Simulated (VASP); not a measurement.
# TePb (Fm-3m) in VASP: settings compared

TePb is run at these levels: revPBE, LDA, PBE, BLYP, PBEsol; tasks: single point.

Everything below comes from runs of VASP 6.6.1. Logs are shortened: lines on timing, memory, paths and dates and some standing lists are left out, and cuts for length are marked.

## 1. The cell of the first run

Symmetry: Fm-3m, No. 225, cubic system. Conventional cell: a = 6.462 Å, b = 6.462 Å, c = 6.462 Å, α = 90.00°, β = 90.00°, γ = 90.00°. Within 4.3 Å of Te (site symmetry m-3m) lie 6 Pb at 3.23 Å. Within 4.3 Å of Pb (site symmetry m-3m) lie 6 Te at 3.23 Å.

## 2. Single point, revPBE

Input file INCAR:

```
ALGO = Normal
EDIFF = 1E-6
ENCUT = 520
GGA = RE
ISIF = 2
ISMEAR = 0
LASPH = True
LCHARG = False
LREAL = False
LWAVE = False
NBANDS = 17
NELM = 80
PREC = Accurate
SIGMA = 0.01
```

Input file KPOINTS:

```
k-points
0
Gamma
  5 5 5
```

Input file POSCAR:

```
TePb
1.0
    0.0000000000      3.2310000000      3.2310000000
    3.2310000000      0.0000000000      3.2310000000
    3.2310000000      3.2310000000      0.0000000000
Te Pb
1 1
Direct
    0.5000000000      0.5000000000      0.5000000000
    0.0000000000      0.0000000000      0.0000000000
```

Potentials or basis: VASP PAW PBE potentials, release 64 (Te, Pb_d).

Run with:

```console
> cat potpaw_PBE.64/Te/POTCAR potpaw_PBE.64/Pb_d/POTCAR > POTCAR
> mpirun -np 1 vasp_std > vasp.out
```

OUTCAR:

```text
EDIFF = 1E-6
   ENCUT = 520
   GGA = RE
   ISIF = 2
   ISMEAR = 0
   LASPH = True
   LREAL = False
   NELM = 80
   PREC = Accurate

 ion  position               nearest neighbor table
   1  0.500  0.500  0.500-   2 3.23   2 3.23   2 3.23   2 3.23   2 3.23   2 3.23
   2  0.000  0.000  0.000-   1 3.23   1 3.23   1 3.23   1 3.23   1 3.23   1 3.23

  LATTYP: Found a face centered cubic cell.
 ALAT       =     6.4620000000

  Lattice vectors:

 A1 = (   0.0000000000,   3.2310000000,   3.2310000000)
 A2 = (   3.2310000000,   0.0000000000,   3.2310000000)
 A3 = (   3.2310000000,   3.2310000000,   0.0000000000)

Analysis of symmetry for initial positions (statically):
=====================================================================
 Subroutine PRICEL returns:
 Original cell was already a primitive cell.

 Routine SETGRP: Setting up the symmetry group for a
 face centered cubic supercell.

 Subroutine GETGRP returns: Found 48 space group operations
 (whereof 48 operations were pure point group operations)
 out of a pool of 48 trial point group operations.

The static configuration has the point symmetry O_h .

Analysis of symmetry for dynamics (positions and initial velocities):
=====================================================================
 Subroutine PRICEL returns:
 Original cell was already a primitive cell.

 Routine SETGRP: Setting up the symmetry group for a
 face centered cubic supercell.

 Subroutine GETGRP returns: Found 48 space group operations
 (whereof 48 operations were pure point group operations)
 out of a pool of 48 trial point group operations.

The dynamic configuration has the point symmetry O_h .

 Subroutine INISYM returns: Found 48 space group operations
 (whereof 48 operations are pure point group operations),
 and found     1 'primitive' translations

----------------------------------------------------------------------------------------

                                     Primitive cell

  volume of cell :      67.4592

  direct lattice vectors                    reciprocal lattice vectors
     0.000000000  3.231000000  3.231000000    -0.154750851  0.154750851  0.154750851
     3.231000000  0.000000000  3.231000000     0.154750851 -0.154750851  0.154750851
     3.231000000  3.231000000  0.000000000     0.154750851  0.154750851 -0.154750851

  length of vectors
     4.569324020  4.569324020  4.569324020     0.268036337  0.268036337  0.268036337

  position of ions in fractional coordinates (direct lattice)
     0.500000000  0.500000000  0.500000000
     0.000000000  0.000000000  0.000000000

  ion indices of the primitive-cell ions
   primitive index   ion index
                 1           1
                 2           2

----------------------------------------------------------------------------------------

 KPOINTS: k-points

Automatic generation of k-mesh.
 Grid dimensions read from file:
 generate k-points for:    5    5    5

 Generating k-lattice:

  Cartesian coordinates                     Fractional coordinates (reciprocal lattice)
    -0.030950170  0.030950170  0.030950170     0.200000000  0.000000000  0.000000000
     0.030950170 -0.030950170  0.030950170     0.000000000  0.200000000  0.000000000
     0.030950170  0.030950170 -0.030950170     0.000000000  0.000000000  0.200000000

  Length of vectors
     0.053607267  0.053607267  0.053607267

  Shift w.r.t. Gamma in fractional coordinates (k-lattice)
     0.000000000  0.000000000  0.000000000

 Subroutine IBZKPT returns following result:
 ===========================================

 Found     10 irreducible k-points:

 Following reciprocal coordinates:
            Coordinates               Weight
  0.000000  0.000000  0.000000      1.000000
  0.200000  0.000000  0.000000      8.000000
  0.400000  0.000000  0.000000      8.000000
  0.200000  0.200000  0.000000      6.000000
  0.400000  0.200000  0.000000     24.000000
 -0.400000  0.200000  0.000000     24.000000
 -0.200000  0.200000  0.000000     12.000000
  0.400000  0.400000  0.000000      6.000000
 -0.400000  0.400000  0.000000     12.000000
 -0.400000  0.400000  0.200000     24.000000
   k-points           NKPTS =     10   k-points in BZ     NKDIM =     10   number of bands    NBANDS=     17
   number of dos      NEDOS =    301   number of ions     NIONS =      2
   total plane-waves  NPLWV =  46656
   dimension x,y,z NGX =    36 NGY =   36 NGZ =   36
   dimension x,y,z NGXF=    72 NGYF=   72 NGZF=   72
   ions per type =               1   1
   NGX,Y,Z   is equivalent  to a cutoff of  13.10, 13.10, 13.10 a.u.
   NGXF,Y,Z  is equivalent  to a cutoff of  26.20, 26.20, 26.20 a.u.
 SYSTEM =  unknown system
   PREC   = accura    normal or accurate (medium, high low for compatibility)
   ISTART =      0    job   : 0-new  1-cont  2-samecut
   ICHARG =      2    charge: 1-file 2-atom 10-const
   ISPIN  =      1    spin polarized calculation?
   LNONCOLLINEAR =      F non collinear calculations
   LSORBIT =      F    spin-orbit coupling
   LASPH  =      T    aspherical Exc in radial PAW
   ENCUT  =  520.0 eV  38.22 Ry    6.18 a.u.   8.50  8.50  8.50*2*pi/ulx,y,z
   NELM   =     80;   NELMIN=  2; NELMDL= -5     # of ELM steps
   EDIFF  = 0.1E-05   stopping-criterion for ELM
   LREAL  =      F    real-space projection
   EDIFFG = 0.1E-04   stopping-criterion for IOM
   NSW    =      0    number of steps for IOM
   IBRION =     -1    ionic relax: 0-MD 1-quasi-New 2-CG
   NFREE  =      0    steps in history (QN), initial steepest desc. (CG)
   ISIF   =      2    stress and relaxation
   ISYM   =      2    0-nonsym 1-usesym 2-fastsym
   POTIM  = 0.5000    time-step for ionic-motion
   TEBEG  =    0.0;   TEEND  =   0.0 temperature during run
   PSTRESS=    0.0 pullay stress
   NELECT =      20.0000    total number of electrons
   NUPDOWN=      -1.0000    fix difference up-down
   EMIN   =  10.00;   EMAX   =-10.00  energy-range for DOS
   EFERMI =   0.00;   METHOD = LEGACY
   ISMEAR =     0;   SIGMA  =   0.01  broadening in eV -4-tet -1-fermi 0-gaus
   EFERMI_NEDOS =   21; number of points for ismear=-14 and -15
   IALGO  =     38    algorithm
   IMIX   =      4    mixing-type and parameters
     AMIX     =   0.40;   BMIX     =  1.00
     AMIX_MAG =   1.60;   BMIX_MAG =  1.00
  volume/ion in A,a.u.               =      33.73       227.62
  Fermi-wavevector in a.u.,A,eV,Ry     =   1.091619  2.062861 16.213147  1.191633
  Thomas-Fermi vector in A             =   2.227868
   LORBIT       =      0    0 simple, 1 ext, 2 COOP (PROOUT), +10 PAW based schemes
   GGA     = RE    functional components
   LHFCALC =     F    Hartree Fock is set to
   AEXX    =    0.0000 exact exchange contribution
   IVDW    =     0    specifies the selected vdW correction
   LEPSILON=     F    determine dielectric tensor
   LRPA    =     F    only Hartree local field effects (RPA)
 non-spin polarized calculation
 Gauss-broadening in eV      SIGMA  =   0.01
  energy-cutoff  :      520.00
  volume of cell :       67.46
 maximum number of plane-waves:      1849
 NGX is ok and might be reduce to    36
   NGX = 17   NGY = 17   NGZ = 17

 number of electron      20.0000003 magnetization

 Free energy of the ion-electron system (eV)
  ---------------------------------------------------
  ext. energy  EPLUGINS =         0.00000000
  ---------------------------------------------------
  free energy    TOTEN  =        -6.87884360 eV

  energy without entropy =       -6.87884360  energy(sigma->0) =       -6.87884360

 E-fermi :   5.6499     XC(G=0):  -9.2096

 val. band max:        5.5453164424   @ k =  -0.2000   0.2000   0.0000
 cond. band min:       6.7975765537   @ k =   0.4000   0.0000   0.0000
 fundamental gap:      1.2522601113
 Fermi energy:         5.6499448141

 k-point     1 :       0.0000    0.0000    0.0000
  band No.  band energies     occupation
      1     -11.0634      2.00000
      2     -11.0634      2.00000
      3     -11.0567      2.00000
      4     -11.0567      2.00000
      5     -11.0567      2.00000
      6      -6.2962      2.00000
[... 9 lines left out ...]
     16      11.5184      0.00000
     17      13.1514      0.00000

 k-point     2 :       0.2000    0.0000    0.0000
  band No.  band energies     occupation
      1     -11.0682      2.00000
      2     -11.0682      2.00000
      3     -11.0557      2.00000
      4     -11.0511      2.00000
      5     -11.0511      2.00000
      6      -5.9585      2.00000
[... 9 lines left out ...]
     16      12.2329      0.00000
     17      15.2821      0.00000

 k-point     3 :       0.4000    0.0000    0.0000
  band No.  band energies     occupation
      1     -11.0769      2.00000
      2     -11.0769      2.00000
      3     -11.0545      2.00000
      4     -11.0410      2.00000
      5     -11.0410      2.00000
      6      -5.1133      2.00000
[... 9 lines left out ...]
     16      14.0995      0.00000
     17      16.1658      0.00000

 k-point     4 :       0.2000    0.2000    0.0000
  band No.  band energies     occupation
      1     -11.0797      2.00000
      2     -11.0600      2.00000
      3     -11.0596      2.00000
      4     -11.0482      2.00000
      5     -11.0482      2.00000
      6      -5.8487      2.00000
[... 9 lines left out ...]
     16      13.3380      0.00000
     17      13.9453      0.00000

 k-point     5 :       0.4000    0.2000    0.0000
  band No.  band energies     occupation
      1     -11.0924      2.00000
      2     -11.0642      2.00000
      3     -11.0581      2.00000
      4     -11.0424      2.00000
      5     -11.0388      2.00000
      6      -5.1740      2.00000
[... 9 lines left out ...]
     16      15.0424      0.00000
     17      15.7393      0.00000

 k-point     6 :      -0.4000    0.2000    0.0000
  band No.  band energies     occupation
      1     -11.0891      2.00000
      2     -11.0725      2.00000
      3     -11.0507      2.00000
      4     -11.0434      2.00000
      5     -11.0389      2.00000
      6      -4.7207      2.00000
[... 9 lines left out ...]
     16      14.0560      0.00000
     17      16.5374      0.00000

 k-point     7 :      -0.2000    0.2000    0.0000
  band No.  band energies     occupation
      1     -11.0746      2.00000
      2     -11.0741      2.00000
      3     -11.0535      2.00000
      4     -11.0475      2.00000
      5     -11.0441      2.00000
      6      -5.4394      2.00000
[... 9 lines left out ...]
     16      14.4059      0.00000
     17      14.8769      0.00000

 k-point     8 :       0.4000    0.4000    0.0000
  band No.  band energies     occupation
      1     -11.1169      2.00000
      2     -11.0654      2.00000
      3     -11.0533      2.00000
      4     -11.0336      2.00000
      5     -11.0336      2.00000
      6      -4.8439      2.00000
[... 9 lines left out ...]
     16      15.4592      0.00000
     17      16.6742      0.00000

 k-point     9 :      -0.4000    0.4000    0.0000
  band No.  band energies     occupation
      1     -11.1139      2.00000
      2     -11.0603      2.00000
      3     -11.0590      2.00000
      4     -11.0357      2.00000
      5     -11.0333      2.00000
      6      -4.5371      2.00000
[... 9 lines left out ...]
     16      15.2131      0.00000
     17      17.0036      0.00000

 k-point    10 :      -0.4000    0.4000    0.2000
  band No.  band energies     occupation
      1     -11.1027      2.00000
      2     -11.0653      2.00000
      3     -11.0542      2.00000
      4     -11.0434      2.00000
      5     -11.0338      2.00000
      6      -4.6217      2.00000
[... 9 lines left out ...]
     16      15.8336      0.00000
     17      15.8674      0.00000

------------------------ aborting loop because EDIFF is reached ----------------------------------------

  FORCE on cell =-STRESS in cart. coord.  units (eV):
  Direction    XX          YY          ZZ          XY          YZ          ZX
  --------------------------------------------------------------------------------------
  -------------------------------------------------------------------------------------
  Total        1.3323576      1.3323576      1.3323576     -0.0000000      0.0000000     -0.0000000
  in kB       31.6439373     31.6439373     31.6439373     -0.0000000      0.0000000     -0.0000000
  external PRESSURE =      31.6439373 kB  Pullay stress =       0.0000000 kB

 VOLUME and BASIS-vectors are now :
 -----------------------------------------------------------------------------
  energy-cutoff  :      520.00
  volume of cell :       67.46
      direct lattice vectors                 reciprocal lattice vectors
     0.000000000  3.231000000  3.231000000    -0.154750851  0.154750851  0.154750851
     3.231000000  0.000000000  3.231000000     0.154750851 -0.154750851  0.154750851
     3.231000000  3.231000000  0.000000000     0.154750851  0.154750851 -0.154750851

 POSITION                                       TOTAL-FORCE (eV/Angst)
 -----------------------------------------------------------------------------------
      3.23100      3.23100      3.23100         0.000000     -0.000000     -0.000000
      0.00000      0.00000      0.00000        -0.000000      0.000000      0.000000
 -----------------------------------------------------------------------------------
    total drift:                               -0.000000      0.000000      0.000000

  FREE ENERGIE OF THE ION-ELECTRON SYSTEM (eV)
  ---------------------------------------------------
  free  energy   TOTEN  =        -6.8788435970 eV

  energy  without entropy=       -6.8788435970  energy(sigma->0) =       -6.87884360
```

It took 23 s on 1 thread of Intel Xeon Platinum 8375C at 2.90GHz (Ice Lake), shared host; peak memory 0.21 GiB.

Results:

- Free energy: -6.8788 eV
- Pressure: 3.2 GPa

Levels at points of the mesh, in eV from the Fermi level:
| k point | band 6 | band 7 | band 8 | band 9 | band 10 | band 11 | band 12 | band 13 | band 14 | band 15 |
| --- | --- | --- | --- | --- | --- | --- | --- | --- | --- | --- |
| (0.00, 0.00, 0.00) | -11.95 | -5.51 | -1.29 | -1.29 | -1.29 | 4.17 | 4.17 | 4.17 | 5.87 | 5.87 |

Caveat: this odd mesh misses L, where the gap lies, so gap, dielectric constants and Born charges aren't listed; the PAW data sets were made with another functional, which shifts forces and pressure a little; spin-orbit coupling is left out, which moves the levels of the heavy elements.

## 3. Single point, LDA

Input file INCAR:

```
SYSTEM = TePb
PREC = Accurate
ENCUT = 520
EDIFF = 1E-6
ISMEAR = 0
SIGMA = 0.01
LREAL = .False.
LASPH = .True.
NELM = 80
ALGO = Normal
ISIF = 2
LWAVE = .False.
LCHARG = .True.
GGA = CA
LELF = .True.
LVHAR = .True.
NBANDS = 17
```

Input file KPOINTS:

```
Automatic mesh
0
Gamma
  5 5 5
  0 0 0
```

POSCAR is that of step 2.

Potentials or basis: VASP PAW LDA potentials, release 64 (Te, Pb_d).

Run with:

```console
> cat potpaw_LDA.64/Te/POTCAR potpaw_LDA.64/Pb_d/POTCAR > POTCAR
> mpirun -np 1 vasp_std > vasp.out
```

OUTCAR:

```text
SYSTEM = TePb
   PREC = Accurate
   ENCUT = 520
   EDIFF = 1E-6
   ISMEAR = 0
   LREAL = .False.
   LASPH = .True.
   NELM = 80
   ISIF = 2
   GGA = CA

 ion  position               nearest neighbor table
   1  0.500  0.500  0.500-   2 3.23   2 3.23   2 3.23   2 3.23   2 3.23   2 3.23
   2  0.000  0.000  0.000-   1 3.23   1 3.23   1 3.23   1 3.23   1 3.23   1 3.23

  LATTYP: Found a face centered cubic cell.
 ALAT       =     6.4620000000

  Lattice vectors:

 A1 = (   0.0000000000,   3.2310000000,   3.2310000000)
 A2 = (   3.2310000000,   0.0000000000,   3.2310000000)
[... 370 lines left out ...]

  FORCE on cell =-STRESS in cart. coord.  units (eV):
  Direction    XX          YY          ZZ          XY          YZ          ZX
  --------------------------------------------------------------------------------------
  -------------------------------------------------------------------------------------
  Total       -0.7015773     -0.7015773     -0.7015773      0.0000000      0.0000000     -0.0000000
  in kB      -16.6626949    -16.6626949    -16.6626949      0.0000000      0.0000000     -0.0000000
  external PRESSURE =     -16.6626949 kB  Pullay stress =       0.0000000 kB

 VOLUME and BASIS-vectors are now :
 -----------------------------------------------------------------------------
  energy-cutoff  :      520.00
  volume of cell :       67.46
      direct lattice vectors                 reciprocal lattice vectors
     0.000000000  3.231000000  3.231000000    -0.154750851  0.154750851  0.154750851
     3.231000000  0.000000000  3.231000000     0.154750851 -0.154750851  0.154750851
     3.231000000  3.231000000  0.000000000     0.154750851  0.154750851 -0.154750851

 POSITION                                       TOTAL-FORCE (eV/Angst)
 -----------------------------------------------------------------------------------
      3.23100      3.23100      3.23100         0.000000      0.000000      0.000000
      0.00000      0.00000      0.00000         0.000000      0.000000      0.000000
 -----------------------------------------------------------------------------------
    total drift:                               -0.000000      0.000000      0.000000

  FREE ENERGIE OF THE ION-ELECTRON SYSTEM (eV)
  ---------------------------------------------------
  free  energy   TOTEN  =        -8.7647950002 eV

  energy  without entropy=       -8.7647950002  energy(sigma->0) =       -8.76479500
```

OSZICAR:

```text
N       E                     dE             d eps       ncg     rms          rms(c)
DAV:   1     0.151924483268E+03    0.15192E+03   -0.90586E+03   340   0.113E+03
DAV:   2     0.184780632725E+01   -0.15008E+03   -0.14546E+03   358   0.300E+02
DAV:   3    -0.859546626509E+01   -0.10443E+02   -0.10385E+02   448   0.834E+01
DAV:   4    -0.888459329426E+01   -0.28913E+00   -0.28885E+00   438   0.156E+01
DAV:   5    -0.889377173261E+01   -0.91784E-02   -0.91782E-02   477   0.237E+00    0.342E+00
DAV:   6    -0.877313909914E+01    0.12063E+00   -0.26140E-01   498   0.370E+00    0.213E+00
DAV:   7    -0.876548570167E+01    0.76534E-02   -0.64944E-02   416   0.125E+00    0.903E-01
DAV:   8    -0.876490000804E+01    0.58569E-03   -0.74847E-03   431   0.830E-01    0.104E-01
DAV:   9    -0.876480864098E+01    0.91367E-04   -0.11920E-03   516   0.312E-01    0.366E-02
DAV:  10    -0.876479651292E+01    0.12128E-04   -0.79370E-05   452   0.677E-02    0.246E-02
DAV:  11    -0.876479477257E+01    0.17404E-05   -0.22376E-05   476   0.304E-02    0.885E-03
DAV:  12    -0.876479500020E+01   -0.22763E-06   -0.22744E-06   325   0.139E-02
   1 F= -.87647950E+01 E0= -.87647950E+01  d E =-.522571E-65
```

Wall time 22 s (1 thread of Intel Xeon Platinum 8375C at 2.90GHz (Ice Lake), shared host); peak memory 0.17 GiB.

Results:

* Free energy: -8.7648 eV
* Pressure: -1.7 GPa

Caveat: this odd mesh misses L, where the gap lies, so gap, dielectric constants and Born charges aren't listed; spin-orbit coupling is left out, which moves the levels of the heavy elements.

## 4. Single point, PBE

Input file INCAR:

```
ALGO     = Normal         # electronic algorithm
EDIFF    = 1E-7           # SCF threshold, eV
ENCUT    = 520            # plane-wave cutoff, eV
GGA      = PE             # functional
ISIF     = 2              # what is computed and relaxed
ISMEAR   = 0              # smearing method
LASPH    = T              # aspherical terms in the spheres
LCHARG   = F              # write CHGCAR
LREAL    = F              # projectors in reciprocal space
LWAVE    = F              # write WAVECAR
NBANDS   = 17             # bands
NELM     = 60             # most SCF steps
PREC     = Accurate       # precision mode
SIGMA    = 0.01           # smearing width, eV
```

Input file KPOINTS:

```
k-points
0
Gamma
  5 5 5
```

POSCAR is that of step 3.

Potentials or basis: VASP PAW PBE potentials, release 64 (Te, Pb_d).

Run with:

```console
> cat potpaw_PBE.64/Te/POTCAR potpaw_PBE.64/Pb_d/POTCAR > POTCAR
> mpirun -np 1 vasp_std > vasp.out
```

Run time: 27 s. Hardware: 1 thread of Intel Xeon Platinum 8375C at 2.90GHz (Ice Lake), shared host; peak memory 0.2 GiB.

It converged, with:

```yaml
Free_energy: -7.5028 eV
Pressure: 2.1 GPa
```

Levels at points of the mesh, in eV from the Fermi level:
| k point | band 7 | band 8 | band 9 | band 10 | band 11 | band 12 | band 13 | band 14 |
| --- | --- | --- | --- | --- | --- | --- | --- | --- |
| (0.00, 0.00, 0.00) | -5.55 | -1.31 | -1.31 | -1.31 | 4.12 | 4.12 | 4.12 | 5.84 |

Caveat: this odd mesh misses L, where the gap lies, so gap, dielectric constants and Born charges aren't listed; spin-orbit coupling is left out, which moves the levels of the heavy elements.

[end of part 1 of 2]
